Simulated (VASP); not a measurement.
# Pt7Se16 (a cell with a defect) in VASP: single point with PBE

Aim: the single point of Pt7Se16 (a cell with a defect) with PBE.

All numbers are computed with VASP 6.6.1; they aren't measurements. Logs are shortened: lines on timing, memory, paths and dates and some standing lists are left out, and cuts for length are marked.

### Step 1. The cell of the first run

The cell holds a defect, 23 atoms: a = 7.530 Å, b = 7.530 Å, c = 10.163 Å, α = 90.00°, β = 90.00°, γ = 120.00°.

### Step 2. Single point, PBE

The input, INCAR:

```
SYSTEM = Pt7Se16
ALGO = Normal ; EDIFF = 1E-6
ENCUT = 520 ; GGA = PE
ISIF = 2 ; ISMEAR = 1
LASPH = .True. ; LCHARG = .True.
LELF = .True. ; LREAL = Auto
LVHAR = .True. ; LWAVE = .False.
NBANDS = 100 ; NELM = 100
PREC = Accurate ; SIGMA = 0.15
```

The input, KPOINTS:

```
k-points
0
Gamma
  2 2 2
  0 0 0
```

The input, POSCAR:

```
Pt7Se16
1.0
    7.5301619300     -0.0000000400      0.0000000000
   -3.7650800000      6.5213120800      0.0000000000
    0.0000000000      0.0000000000     10.1632320000
Se Pt
16 7
Direct
    0.2020917399      0.3384524435      0.1256875766
    0.3526235973      0.1728244256      0.3438668919
    0.0638016379      0.2963343847      0.5768355972
    0.3701125647      0.1699880333      0.8761925340
    0.2023017293      0.8366320981      0.1236127444
    0.2816111940      0.6727463672      0.3696576050
    0.1827511837      0.8763550858      0.6457081763
    0.3807630491      0.6780167796      0.8692830194
    0.6977263676      0.3352041738      0.1373494180
    0.8376161571      0.1440113618      0.3861018818
    0.6081024547      0.3311717025      0.6224235558
    0.8696099098      0.1744205799      0.8729076538
    0.7038070371      0.8412495769      0.1305005140
    0.7830083047      0.7076503892      0.4049204033
    0.5850504628      0.7818972564      0.6318061026
    0.8690580782      0.6689879247      0.8762223474
    0.0352878321      0.0047005880      0.0003946579
    0.0344658226      0.5024369270     -0.0006574680
   -0.0482114442      0.5594361922      0.5244919136
    0.5404008420      0.0067915814      0.0016789935
    0.4911877631      0.0022369762      0.4965561152
    0.5394356268      0.5060279252      0.0036400822
    0.4222718901      0.4723728874      0.4857797205
```

Potentials or basis: VASP PAW PBE potentials, release 64 (Se, Pt).

Started as:

```console
> cat potpaw_PBE.64/Se/POTCAR potpaw_PBE.64/Pt/POTCAR > POTCAR
> mpirun -np 1 vasp_std > vasp.out
```

OUTCAR:

```text
SYSTEM = Pt7Se16
   EDIFF = 1E-6
   ENCUT = 520
   GGA = PE
   ISIF = 2
   ISMEAR = 1
   LASPH = .True.
   LREAL = Auto
   NELM = 100
   PREC = Accurate

 ion  position               nearest neighbor table
   1  0.202  0.338  0.126-  18 2.52  17 2.52  22 2.53
   2  0.353  0.173  0.344-  23 2.50  21 2.55
   3  0.064  0.296  0.577-  10 2.45  23 2.51  19 2.57
   4  0.370  0.170  0.876-  20 2.52  17 2.52  22 2.55
   5  0.202  0.837  0.124-  17 2.52  18 2.52  20 2.53
   6  0.282  0.673  0.370-  23 2.53  21 2.53  19 2.69
   7  0.183  0.876  0.646-  19 2.47  21 2.53
   8  0.381  0.678  0.869-  20 2.53  22 2.55  18 2.62  15 2.76
   9  0.698  0.335  0.137-  22 2.54  20 2.55  18 2.61
  10  0.838  0.144  0.386-   3 2.45  21 2.53  19 3.13
  11  0.608  0.331  0.622-  19 2.49  21 2.52  23 2.55
  12  0.870  0.174  0.873-  18 2.50  20 2.51  17 2.54
  13  0.704  0.841  0.131-  20 2.51  17 2.53  22 2.54
  14  0.783  0.708  0.405-  19 2.40  23 2.53
  15  0.585  0.782  0.632-  23 2.51  21 2.51   8 2.76
  16  0.869  0.669  0.876-  18 2.50  22 2.51  17 2.53
  17  0.035  0.005  0.000-   5 2.52   1 2.52   4 2.52  16 2.53  13 2.53  12 2.54
  18  0.034  0.502  0.999-  12 2.50  16 2.50   1 2.52   5 2.52   9 2.61   8 2.62
  19  0.952  0.559  0.524-  14 2.40   7 2.47  11 2.49   3 2.57   6 2.69  10 3.13
  20  0.540  0.007  0.002-  13 2.51  12 2.51   4 2.52   5 2.53   8 2.53   9 2.55
  21  0.491  0.002  0.497-  15 2.51  11 2.52   7 2.53   6 2.53  10 2.53   2 2.55
  22  0.539  0.506  0.004-  16 2.51   1 2.53  13 2.54   9 2.54   4 2.55   8 2.55
  23  0.422  0.472  0.486-   2 2.50  15 2.51   3 2.51  14 2.53   6 2.53  11 2.55

  LATTYP: Found a hexagonal cell.
 ALAT       =     7.5301619300
 C/A-ratio  =     1.3496697806

  Lattice vectors:

 A1 = (   7.5301619300,  -0.0000000400,   0.0000000000)
 A2 = (  -3.7650800000,   6.5213120800,   0.0000000000)
 A3 = (   0.0000000000,   0.0000000000,  10.1632320000)

Analysis of symmetry for initial positions (statically):
=====================================================================
 Subroutine PRICEL returns:
 Original cell was already a primitive cell.

 Routine SETGRP: Setting up the symmetry group for a
 hexagonal supercell.

 Subroutine GETGRP returns: Found  1 space group operations
 (whereof  1 operations were pure point group operations)
 out of a pool of 24 trial point group operations.

The static configuration has the point symmetry C_1 .

Analysis of symmetry for dynamics (positions and initial velocities):
=====================================================================
 Subroutine PRICEL returns:
 Original cell was already a primitive cell.

 Routine SETGRP: Setting up the symmetry group for a
 hexagonal supercell.

 Subroutine GETGRP returns: Found  1 space group operations
 (whereof  1 operations were pure point group operations)
 out of a pool of 24 trial point group operations.

The dynamic configuration has the point symmetry C_1 .

 Subroutine INISYM returns: Found  1 space group operations
 (whereof  1 operations are pure point group operations),
 and found     1 'primitive' translations

----------------------------------------------------------------------------------------

                                     Primitive cell

  volume of cell :     499.0811

  direct lattice vectors                    reciprocal lattice vectors
     7.530161930 -0.000000040  0.000000000     0.132799269  0.076671668  0.000000000
    -3.765080000  6.521312080  0.000000000     0.000000001  0.153343375  0.000000000
     0.000000000  0.000000000 10.163232000     0.000000000  0.000000000  0.098393897

  length of vectors
     7.530161930  7.530161927 10.163232000     0.153343375  0.153343375  0.098393897

  position of ions in fractional coordinates (direct lattice)
     0.202091740  0.338452444  0.125687577
     0.352623597  0.172824426  0.343866892
     0.063801638  0.296334385  0.576835597
     0.370112565  0.169988033  0.876192534
     0.202301729  0.836632098  0.123612744
     0.281611194  0.672746367  0.369657605
[... 15 lines left out ...]
     0.539435627  0.506027925  0.003640082
     0.422271890  0.472372887  0.485779720

  ion indices of the primitive-cell ions
   primitive index   ion index
                 1           1
                 2           2
                 3           3
                 4           4
                 5           5
                 6           6
[... 15 lines left out ...]
                22          22
                23          23

----------------------------------------------------------------------------------------

 KPOINTS: k-points

Automatic generation of k-mesh.
 Grid dimensions read from file:
 generate k-points for:    2    2    2

 Generating k-lattice:

  Cartesian coordinates                     Fractional coordinates (reciprocal lattice)
     0.066399635  0.038335834  0.000000000     0.500000000  0.000000000  0.000000000
     0.000000000  0.076671687  0.000000000     0.000000000  0.500000000  0.000000000
     0.000000000  0.000000000  0.049196948     0.000000000  0.000000000  0.500000000

  Length of vectors
     0.076671687  0.076671687  0.049196948

  Shift w.r.t. Gamma in fractional coordinates (k-lattice)
     0.000000000  0.000000000  0.000000000

 Subroutine IBZKPT returns following result:
 ===========================================

 Found      8 irreducible k-points:

 Following reciprocal coordinates:
            Coordinates               Weight
  0.000000  0.000000  0.000000      1.000000
  0.500000  0.000000  0.000000      1.000000
 -0.000000  0.500000  0.000000      1.000000
  0.500000  0.500000  0.000000      1.000000
  0.000000  0.000000  0.500000      1.000000
  0.500000  0.000000  0.500000      1.000000
 -0.000000  0.500000  0.500000      1.000000
  0.500000  0.500000  0.500000      1.000000
   k-points           NKPTS =      8   k-points in BZ     NKDIM =      8   number of bands    NBANDS=    100
   number of dos      NEDOS =    301   number of ions     NIONS =     23
   total plane-waves  NPLWV = 250880
   dimension x,y,z NGX =    56 NGY =   56 NGZ =   80
   dimension x,y,z NGXF=   112 NGYF=  112 NGZF=  160
   ions per type =              16   7
   NGX,Y,Z   is equivalent  to a cutoff of  12.36, 12.36, 13.09 a.u.
   NGXF,Y,Z  is equivalent  to a cutoff of  24.73, 24.73, 26.17 a.u.
 SYSTEM =  Pt7Se16
   PREC   = accura    normal or accurate (medium, high low for compatibility)
   ISTART =      0    job   : 0-new  1-cont  2-samecut
   ICHARG =      2    charge: 1-file 2-atom 10-const
   ISPIN  =      1    spin polarized calculation?
   LNONCOLLINEAR =      F non collinear calculations
   LSORBIT =      F    spin-orbit coupling
   LASPH  =      T    aspherical Exc in radial PAW
   ENCUT  =  520.0 eV  38.22 Ry    6.18 a.u.  14.00 14.00 18.90*2*pi/ulx,y,z
   NELM   =    100;   NELMIN=  2; NELMDL= -5     # of ELM steps
   EDIFF  = 0.1E-05   stopping-criterion for ELM
   LREAL  =      T    real-space projection
   EDIFFG = 0.1E-04   stopping-criterion for IOM
   NSW    =      0    number of steps for IOM
   IBRION =     -1    ionic relax: 0-MD 1-quasi-New 2-CG
   NFREE  =      0    steps in history (QN), initial steepest desc. (CG)
   ISIF   =      2    stress and relaxation
   ISYM   =      2    0-nonsym 1-usesym 2-fastsym
   POTIM  = 0.5000    time-step for ionic-motion
   TEBEG  =    0.0;   TEEND  =   0.0 temperature during run
   PSTRESS=    0.0 pullay stress
   NELECT =     166.0000    total number of electrons
   NUPDOWN=      -1.0000    fix difference up-down
   EMIN   =  10.00;   EMAX   =-10.00  energy-range for DOS
   EFERMI =   0.00;   METHOD = LEGACY
   ISMEAR =     1;   SIGMA  =   0.15  broadening in eV -4-tet -1-fermi 0-gaus
   EFERMI_NEDOS =   21; number of points for ismear=-14 and -15
   IALGO  =     38    algorithm
   IMIX   =      4    mixing-type and parameters
     AMIX     =   0.40;   BMIX     =  1.00
     AMIX_MAG =   1.60;   BMIX_MAG =  1.00
  volume/ion in A,a.u.               =      21.70       146.43
  Fermi-wavevector in a.u.,A,eV,Ry     =   1.134281  2.143479 17.505152  1.286592
  Thomas-Fermi vector in A             =   2.270984
   LORBIT       =      0    0 simple, 1 ext, 2 COOP (PROOUT), +10 PAW based schemes
   GGA     = PE    functional components
   LHFCALC =     F    Hartree Fock is set to
   AEXX    =    0.0000 exact exchange contribution
   IVDW    =     0    specifies the selected vdW correction
   LEPSILON=     F    determine dielectric tensor
   LRPA    =     F    only Hartree local field effects (RPA)
 non-spin polarized calculation
 Methfessel and Paxton  Order N= 1 SIGMA  =   0.15
  energy-cutoff  :      520.00
  volume of cell :      499.08
 maximum number of plane-waves:     13456
   NGX = 29   NGY = 29   NGZ = 37

 number of electron     166.0000003 magnetization

 Free energy of the ion-electron system (eV)
  ---------------------------------------------------
  ext. energy  EPLUGINS =         0.00000000
  ---------------------------------------------------
  free energy    TOTEN  =      -104.26638154 eV

  energy without entropy =     -104.25163590  energy(sigma->0) =     -104.26146633

 E-fermi :   5.3828     XC(G=0): -10.2649

 val. band max:        5.3759944347   @ k =   0.5000   0.0000   0.5000
 cond. band min:       5.3828568344   @ k =  -0.0000   0.5000   0.0000
 fundamental gap:      0.0068623997
 Fermi energy:         5.3827657663

 k-point     1 :       0.0000    0.0000    0.0000
  band No.  band energies     occupation
      1      -9.8648      2.00000
      2      -9.3297      2.00000
      3      -8.6868      2.00000
      4      -8.4693      2.00000
      5      -8.3706      2.00000
      6      -8.1572      2.00000
[... 87 lines left out ...]
     94       7.2386     -0.00000
     95       7.3615     -0.00000

 k-point     2 :       0.5000    0.0000    0.0000
  band No.  band energies     occupation
      1      -9.4140      2.00000
      2      -9.3264      2.00000
      3      -8.8816      2.00000
      4      -8.6321      2.00000
      5      -8.4856      2.00000
      6      -8.3309      2.00000
[... 577 lines left out ...]
     94       7.0984     -0.00000
     95       7.1611     -0.00000

 k-point     8 :       0.5000    0.5000    0.5000
  band No.  band energies     occupation
      1      -9.4585      2.00000
      2      -9.0699      2.00000
      3      -9.0221      2.00000
      4      -8.8430      2.00000
      5      -8.5997      2.00000
      6      -8.2656      2.00000
[... 87 lines left out ...]
     94       7.1231     -0.00000
     95       7.1888     -0.00000
 [bands above 95 left out]

------------------------ aborting loop because EDIFF is reached ----------------------------------------

  FORCE on cell =-STRESS in cart. coord.  units (eV):
  Direction    XX          YY          ZZ          XY          YZ          ZX
  --------------------------------------------------------------------------------------
  -------------------------------------------------------------------------------------
  Total        5.2511673      5.2797636      6.5476403      0.4161513     -1.8120732      1.3289675
  in kB       16.8575828     16.9493841     21.0195909      1.3359516     -5.8172158      4.2663236
  external PRESSURE =      18.2755193 kB  Pullay stress =       0.0000000 kB

 VOLUME and BASIS-vectors are now :
 -----------------------------------------------------------------------------
  energy-cutoff  :      520.00
  volume of cell :      499.08
      direct lattice vectors                 reciprocal lattice vectors
     7.530161930 -0.000000040  0.000000000     0.132799269  0.076671668  0.000000000
    -3.765080000  6.521312080  0.000000000     0.000000001  0.153343375  0.000000000
     0.000000000  0.000000000 10.163232000     0.000000000  0.000000000  0.098393897

 POSITION                                       TOTAL-FORCE (eV/Angst)
 -----------------------------------------------------------------------------------
      0.24748      2.20715      1.27739        -0.054964      0.059329      0.004147
      2.00461      1.12704      3.49480        -0.002924      0.054778      0.148173
     -0.63529      1.93249      5.86251        -0.029505      0.051171      0.234202
      2.14699      1.10855      8.90495        -0.116106     -0.001658      0.014197
     -1.62662      5.45594      1.25630        -0.055468     -0.033357      0.023688
     -0.41237      4.38719      3.75692        -0.147764     -0.000233      0.268665
[... 15 lines left out ...]
      2.15680      3.29997      0.03699        -0.085789     -0.046342     -0.053145
      1.40125      3.08049      4.93709        -0.000902      0.033545      0.163981
 -----------------------------------------------------------------------------------
    total drift:                               -0.025804      0.038968     -0.009031

  FREE ENERGIE OF THE ION-ELECTRON SYSTEM (eV)
  ---------------------------------------------------
  free  energy   TOTEN  =      -104.2663815389 eV

  energy  without entropy=     -104.2516359016  energy(sigma->0) =     -104.26146633
```

Wall time 18 min (1 thread of AMD EPYC 7R13, shared host); peak memory 0.64 GiB.

What came out:

```
Free energy            : -104.2664 eV
Pressure               : 1.8 GPa
Largest force          : 2.048 eV/Å
Band gap on the k mesh : zero (band 83 reaches 5.44 eV, above the bottom of band 84 at 5.36 eV)
```

Forces in eV/Å, atoms in the order of the input:
```
Se  -0.055  0.059  0.004
Se  -0.003  0.055  0.148
Se  -0.030  0.051  0.234
Se  -0.116 -0.002  0.014
Se  -0.055 -0.033  0.024
Se  -0.148  0.000  0.269
Se  -0.241 -0.024 -0.068
Se  -0.115  0.010  0.043
Se  -0.100  0.002  0.018
Se  -0.247  0.459  0.101
Se   0.247  0.163  0.073
Se  -0.039 -0.023 -0.004
Se  -0.100 -0.062 -0.023
Se  -0.125  0.092  0.153
Se   0.284  0.203 -0.105
Se  -0.060  0.028 -0.064
Pt  -0.072 -0.006  0.011
Pt  -0.054  0.012 -0.001
Pt   1.324 -1.027 -1.178
Pt  -0.119  0.050  0.004
Pt  -0.091  0.007  0.236
Pt  -0.086 -0.046 -0.053
Pt  -0.001  0.034  0.164
```

Levels at points of the mesh, in eV from the Fermi level:
| k point | band 81 | band 82 | band 83 | band 84 | band 85 | band 86 |
| --- | --- | --- | --- | --- | --- | --- |
| (0.00, 0.00, 0.00) | -0.58 | -0.38 | 0.05 | 0.34 | 0.74 | 0.87 |
| (0.50, 0.00, 0.00) | -0.54 | -0.32 | -0.29 | 0.09 | 0.35 | 0.57 |
| (0.00, 0.50, 0.00) | -0.69 | -0.45 | -0.29 | 0.00 | 0.42 | 0.50 |
| (0.50, 0.50, 0.00) | -0.55 | -0.47 | -0.30 | -0.03 | 0.41 | 0.49 |
| (0.00, 0.00, 0.50) | -0.56 | -0.26 | -0.12 | 0.40 | 0.63 | 1.06 |
| (0.50, 0.00, 0.50) | -0.46 | -0.38 | -0.01 | 0.08 | 0.18 | 0.40 |
| (0.00, 0.50, 0.50) | -0.71 | -0.27 | -0.07 | 0.08 | 0.28 | 0.42 |
| (0.50, 0.50, 0.50) | -0.72 | -0.47 | -0.10 | 0.27 | 0.37 | 0.45 |

Caveat: the k points lie up to 0.48 Å⁻¹ apart; spin-orbit coupling is left out, which moves the levels of the heavy elements.
